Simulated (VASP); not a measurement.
# Li2Se (Fm-3m) in VASP: further runs

The runs below take Li2Se through single point, with HSE06.

Program: VASP 6.6.1. These are calculated values, not measurements. Logs are shortened: lines on timing, memory, paths and dates and some standing lists are left out, and cuts for length are marked.

### 1 The cell of the first run

Symmetry: Fm-3m, No. 225, cubic system. Conventional cell: a = 5.688 Å, b = 5.688 Å, c = 5.688 Å, α = 90.00°, β = 90.00°, γ = 90.00°. Se (site symmetry m-3m) has 8 Li at 2.46 Å within 3.3 Å. Within 3.3 Å of Li (site symmetry -43m) lie 4 Se at 2.46 Å and 6 Li at 2.84 Å.

### 2 Single point, HSE06 (strain -5.0%)

Contents of POSCAR:

```
Li2Se
1.0
    0.0000000000      2.8438450045      2.8438450045
    2.8438450045      0.0000000000      2.8438450045
    2.8438450045      2.8438450045      0.0000000000
Se Li
1 2
Direct
    0.0000000000      0.0000000000      0.0000000000
    0.2500000000      0.2500000000      0.2500000000
    0.7500000000      0.7500000000      0.7500000000
```

Contents of INCAR.step1:

```
PREC     = Accurate       # precision mode
ENCUT    = 650            # plane-wave cutoff, eV
EDIFF    = 1E-5           # SCF threshold, eV
ISMEAR   = 0              # smearing method
SIGMA    = 0.01           # smearing width, eV
LREAL    = False          # projectors in reciprocal space
LASPH    = True           # aspherical terms in the spheres
NELM     = 120            # most SCF steps
ALGO     = Normal         # electronic algorithm
ISIF     = 2              # what is computed and relaxed
LWAVE    = True           # write WAVECAR
NBANDS   = 13             # bands
GGA      = PE             # functional
GGA_COMPAT= False
```

Contents of INCAR.step2:

```
PREC     = Accurate       # precision mode
ENCUT    = 650            # plane-wave cutoff, eV
EDIFF    = 1E-6           # SCF threshold, eV
ISMEAR   = 0              # smearing method
SIGMA    = 0.01           # smearing width, eV
LREAL    = False          # projectors in reciprocal space
LASPH    = True           # aspherical terms in the spheres
NELM     = 120            # most SCF steps
ALGO     = Normal         # electronic algorithm
ISIF     = 2              # what is computed and relaxed
LWAVE    = False          # write WAVECAR
LCHARG   = True           # write CHGCAR
GGA      = PE             # functional
LHFCALC  = True           # exact exchange
HFSCREEN = 0.2079         # screening, 1/A
PRECFOCK = Normal       
LELF     = True           # ELF
LVHAR    = True         
NBANDS   = 13             # bands
ISTART   = 1            
GGA_COMPAT= False
```

Contents of KPOINTS:

```
Automatic mesh
0
Gamma
  6 6 6
```

Potentials or basis: VASP PAW PBE potentials, release 64 (Se, Li_sv).

The run is started by

```console
> cat potpaw_PBE.64/Se/POTCAR potpaw_PBE.64/Li_sv/POTCAR > POTCAR
> cp INCAR.step1 INCAR
> mpirun -np 1 vasp_std > vasp.out
> cp INCAR.step2 INCAR
> mpirun -np 1 vasp_std > vasp.out
```

OUTCAR:

```text
PREC = Accurate
   ENCUT = 650
   EDIFF = 1E-6
   ISMEAR = 0
   LREAL = False
   LASPH = True
   NELM = 120
   ISIF = 2
   GGA = PE
   LHFCALC = True
   HFSCREEN = 0.2079
   PRECFOCK = Normal
   ISTART = 1

 ion  position               nearest neighbor table
   1  0.000  0.000  0.000-   3 2.46   3 2.46   3 2.46   2 2.46   2 2.46   2 2.46   3 2.46   2 2.46

   2  0.250  0.250  0.250-   1 2.46   1 2.46   1 2.46   1 2.46
   3  0.750  0.750  0.750-   1 2.46   1 2.46   1 2.46   1 2.46

  LATTYP: Found a face centered cubic cell.
 ALAT       =     5.6876900090

  Lattice vectors:

 A1 = (   0.0000000000,   2.8438450045,   2.8438450045)
 A2 = (   2.8438450045,   0.0000000000,   2.8438450045)
 A3 = (   2.8438450045,   2.8438450045,   0.0000000000)

Analysis of symmetry for initial positions (statically):
=====================================================================
 Subroutine PRICEL returns:
 Original cell was already a primitive cell.

 Routine SETGRP: Setting up the symmetry group for a
 face centered cubic supercell.

 Subroutine GETGRP returns: Found 48 space group operations
 (whereof 48 operations were pure point group operations)
 out of a pool of 48 trial point group operations.

The static configuration has the point symmetry O_h .

Analysis of symmetry for dynamics (positions and initial velocities):
=====================================================================
 Subroutine PRICEL returns:
 Original cell was already a primitive cell.

 Routine SETGRP: Setting up the symmetry group for a
 face centered cubic supercell.

 Subroutine GETGRP returns: Found 48 space group operations
 (whereof 48 operations were pure point group operations)
 out of a pool of 48 trial point group operations.

The dynamic configuration has the point symmetry O_h .

 Subroutine INISYM returns: Found 48 space group operations
 (whereof 48 operations are pure point group operations),
 and found     1 'primitive' translations

----------------------------------------------------------------------------------------

                                     Primitive cell

  volume of cell :      45.9989

  direct lattice vectors                    reciprocal lattice vectors
     0.000000000  2.843845004  2.843845004    -0.175818302  0.175818302  0.175818302
     2.843845004  0.000000000  2.843845004     0.175818302 -0.175818302  0.175818302
     2.843845004  2.843845004  0.000000000     0.175818302  0.175818302 -0.175818302

  length of vectors
     4.021804175  4.021804175  4.021804175     0.304526232  0.304526232  0.304526232

  position of ions in fractional coordinates (direct lattice)
     0.000000000  0.000000000  0.000000000
     0.250000000  0.250000000  0.250000000
     0.750000000  0.750000000  0.750000000

  ion indices of the primitive-cell ions
   primitive index   ion index
                 1           1
                 2           2
                 3           3

----------------------------------------------------------------------------------------

 KPOINTS: Automatic mesh

Automatic generation of k-mesh.
 Grid dimensions read from file:
 generate k-points for:    6    6    6

 Generating k-lattice:

  Cartesian coordinates                     Fractional coordinates (reciprocal lattice)
    -0.029303050  0.029303050  0.029303050     0.166666667  0.000000000  0.000000000
     0.029303050 -0.029303050  0.029303050     0.000000000  0.166666667  0.000000000
     0.029303050  0.029303050 -0.029303050     0.000000000  0.000000000  0.166666667

  Length of vectors
     0.050754372  0.050754372  0.050754372

  Shift w.r.t. Gamma in fractional coordinates (k-lattice)
     0.000000000  0.000000000  0.000000000

 Subroutine IBZKPT returns following result:
 ===========================================

 Found     16 irreducible k-points:

 Following reciprocal coordinates:
            Coordinates               Weight
  0.000000  0.000000  0.000000      1.000000
  0.166667  0.000000  0.000000      8.000000
  0.333333  0.000000  0.000000      8.000000
  0.500000  0.000000  0.000000      4.000000
  0.166667  0.166667  0.000000      6.000000
  0.333333  0.166667  0.000000     24.000000
[... 8 lines left out ...]
 -0.333333  0.333333  0.166667     24.000000
 -0.333333  0.500000  0.166667     12.000000
   k-points           NKPTS =     16   k-points in BZ     NKDIM =    216   number of bands    NBANDS=     13
   number of dos      NEDOS =    301   number of ions     NIONS =      3
   total plane-waves  NPLWV =  46656
   dimension x,y,z NGX =    36 NGY =   36 NGZ =   36
   dimension x,y,z NGXF=    72 NGYF=   72 NGZF=   72
   ions per type =               1   2
   NGX,Y,Z   is equivalent  to a cutoff of  14.88, 14.88, 14.88 a.u.
   NGXF,Y,Z  is equivalent  to a cutoff of  29.76, 29.76, 29.76 a.u.
 SYSTEM =  unknown system
   PREC   = accura    normal or accurate (medium, high low for compatibility)
   ISTART =      1    job   : 0-new  1-cont  2-samecut
   ICHARG =      0    charge: 1-file 2-atom 10-const
   ISPIN  =      1    spin polarized calculation?
   LNONCOLLINEAR =      F non collinear calculations
   LSORBIT =      F    spin-orbit coupling
   LASPH  =      T    aspherical Exc in radial PAW
   ENCUT  =  650.0 eV  47.77 Ry    6.91 a.u.   8.36  8.36  8.36*2*pi/ulx,y,z
   NELM   =    120;   NELMIN=  2; NELMDL=  0     # of ELM steps
   EDIFF  = 0.1E-05   stopping-criterion for ELM
   LREAL  =      F    real-space projection
   EDIFFG = 0.1E-04   stopping-criterion for IOM
   NSW    =      0    number of steps for IOM
   IBRION =     -1    ionic relax: 0-MD 1-quasi-New 2-CG
   NFREE  =      0    steps in history (QN), initial steepest desc. (CG)
   ISIF   =      2    stress and relaxation
   ISYM   =      3    0-nonsym 1-usesym 2-fastsym
   POTIM  = 0.5000    time-step for ionic-motion
   TEBEG  =    0.0;   TEEND  =   0.0 temperature during run
   PSTRESS=    0.0 pullay stress
   NELECT =      12.0000    total number of electrons
   NUPDOWN=      -1.0000    fix difference up-down
   EMIN   =  10.00;   EMAX   =-10.00  energy-range for DOS
   EFERMI =   0.00;   METHOD = LEGACY
   ISMEAR =     0;   SIGMA  =   0.01  broadening in eV -4-tet -1-fermi 0-gaus
   EFERMI_NEDOS =   21; number of points for ismear=-14 and -15
   IALGO  =     38    algorithm
   IMIX   =      1    mixing-type and parameters
     AMIX     =   0.40;   BMIX     =  1.00
     AMIX_MAG =   1.60;   BMIX_MAG =  1.00
  volume/ion in A,a.u.               =      15.33       103.47
  Fermi-wavevector in a.u.,A,eV,Ry     =   1.046051  1.976749 14.887790  1.094222
  Thomas-Fermi vector in A             =   2.180872
   LORBIT       =      0    0 simple, 1 ext, 2 COOP (PROOUT), +10 PAW based schemes
   GGA     = PE    functional components
   LHFCALC =     T    Hartree Fock is set to
   PRECFOCK=normal    Normal, Fast or Accurate (Low or Medium for compatibility)
   ENCUT4O =  -1.0   cutoff for four orbital integrals eV
   NKREDX  =     1    reduce k-point grid by
   NKREDY  =     1    reduce k-point grid by
   NKREDZ  =     1    reduce k-point grid by
   AEXX    =    0.2500 exact exchange contribution
   HFSCREEN=    0.2079 screening length (either q_TF or 0.3 A-1)
   HFSCREENC=   0.2079 screening length for correlation (either q_TF or 0.3 A-1)
   ENCUTFOCK=  -1.0 apply spherical cutoff to Coloumb kernel
   IVDW    =     0    specifies the selected vdW correction
   LEPSILON=     F    determine dielectric tensor
   LRPA    =     F    only Hartree local field effects (RPA)
 non-spin polarized calculation
 Gauss-broadening in eV      SIGMA  =   0.01
  energy-cutoff  :      650.00
  volume of cell :       46.00
 maximum number of plane-waves:      1759
 NGX is ok and might be reduce to    36
  NGX = 28; NGY = 28; NGZ = 28

 number of electron      11.9999998 magnetization

 Free energy of the ion-electron system (eV)
  ---------------------------------------------------
  ext. energy  EPLUGINS =         0.00000000
  ---------------------------------------------------
  free energy    TOTEN  =       -12.43157455 eV

  energy without entropy =      -12.43157455  energy(sigma->0) =      -12.43157455

 E-fermi :   1.4616     XC(G=0):  -7.4053

 val. band max:        1.3519932066   @ k =   0.0000   0.0000   0.0000
 cond. band min:       5.0167050288   @ k =   0.5000   0.5000   0.0000
 fundamental gap:      3.6647118223
 Fermi energy:         1.4615869924

 k-point     1 :       0.0000    0.0000    0.0000
  band No.  band energies     occupation
      1     -46.1912      2.00000
      2     -46.1436      2.00000
      3     -11.6429      2.00000
      4       1.3520      2.00000
      5       1.3520      2.00000
      6       1.3520      2.00000
      7       6.5018      0.00000
      8       8.0841      0.00000
      9       8.0841      0.00000
     10       8.0841      0.00000
     11      13.6489      0.00000
     12      13.6489      0.00000
     13      14.1731      0.00000

 k-point     2 :       0.1667    0.0000    0.0000
  band No.  band energies     occupation
      1     -46.1878      2.00000
      2     -46.1462      2.00000
      3     -11.5131      2.00000
      4       0.0551      2.00000
      5       1.1418      2.00000
      6       1.1418      2.00000
      7       7.2082      0.00000
      8       8.5317      0.00000
      9       8.5317      0.00000
     10       9.0564      0.00000
     11      12.0218      0.00000
     12      12.0218      0.00000
     13      14.5051      0.00000
[... 193 lines left out ...]
 k-point    15 :      -0.3333    0.3333    0.1667
  band No.  band energies     occupation
      1     -46.1656      2.00000
      2     -46.1654      2.00000
      3     -10.9181      2.00000
      4      -1.8122      2.00000
      5      -0.7766      2.00000
      6      -0.2718      2.00000
      7       7.7344      0.00000
      8       8.9776      0.00000
      9      11.4380      0.00000
     10      11.9305      0.00000
     11      12.2930      0.00000
     12      14.6637      0.00000
     13      16.3544      0.00000

 k-point    16 :      -0.3333    0.5000    0.1667
  band No.  band energies     occupation
      1     -46.1696      2.00000
      2     -46.1612      2.00000
      3     -10.8727      2.00000
      4      -1.3837      2.00000
      5      -0.9251      2.00000
      6      -0.8846      2.00000
      7       6.5877      0.00000
      8      10.0234      0.00000
      9      10.7441      0.00000
     10      12.6370      0.00000
     11      14.6261      0.00000
     12      15.5098      0.00000
     13      15.7403      0.00000

------------------------ aborting loop because EDIFF is reached ----------------------------------------

  FORCE on cell =-STRESS in cart. coord.  units (eV):
  Direction    XX          YY          ZZ          XY          YZ          ZX
  --------------------------------------------------------------------------------------
  -------------------------------------------------------------------------------------
  Total        1.8886132      1.8886132      1.8886132     -0.0000000      0.0000000     -0.0000000
  in kB       65.7818125     65.7818125     65.7818125     -0.0000000      0.0000000     -0.0000000
  external PRESSURE =      65.7818125 kB  Pullay stress =       0.0000000 kB

 VOLUME and BASIS-vectors are now :
 -----------------------------------------------------------------------------
  energy-cutoff  :      650.00
  volume of cell :       46.00
      direct lattice vectors                 reciprocal lattice vectors
     0.000000000  2.843845004  2.843845004    -0.175818302  0.175818302  0.175818302
     2.843845004  0.000000000  2.843845004     0.175818302 -0.175818302  0.175818302
     2.843845004  2.843845004  0.000000000     0.175818302  0.175818302 -0.175818302

 POSITION                                       TOTAL-FORCE (eV/Angst)
 -----------------------------------------------------------------------------------
      0.00000      0.00000      0.00000        -0.000000      0.000000     -0.000000
      1.42192      1.42192      1.42192         0.000000     -0.000000      0.000000
      4.26577      4.26577      4.26577         0.000000      0.000000     -0.000000
 -----------------------------------------------------------------------------------
    total drift:                               -0.000000     -0.000001     -0.000001

  FREE ENERGIE OF THE ION-ELECTRON SYSTEM (eV)
  ---------------------------------------------------
  free  energy   TOTEN  =       -12.4315745529 eV

  energy  without entropy=      -12.4315745529  energy(sigma->0) =      -12.43157455
```

Run time: 61 min. Hardware: 1 thread of Oxide Virtual Turin-like, shared host; peak memory 0.3 GiB.

What came out:

| Item | Value |
| --- | --- |
| Free energy | -12.4316 eV |
| Pressure | 6.6 GPa |
| Band gap on the k mesh | 3.66 eV (least direct gap 5.15 eV) |

Caveat: the cell differs from its parent crystal (strain -5.0%); the cell stands under pressure; the structure was generated, so it needn't be the stable form of Li2Se; the PAW data sets were made with another functional, which shifts forces and pressure a little.

(Continued in part 2 of 2.)
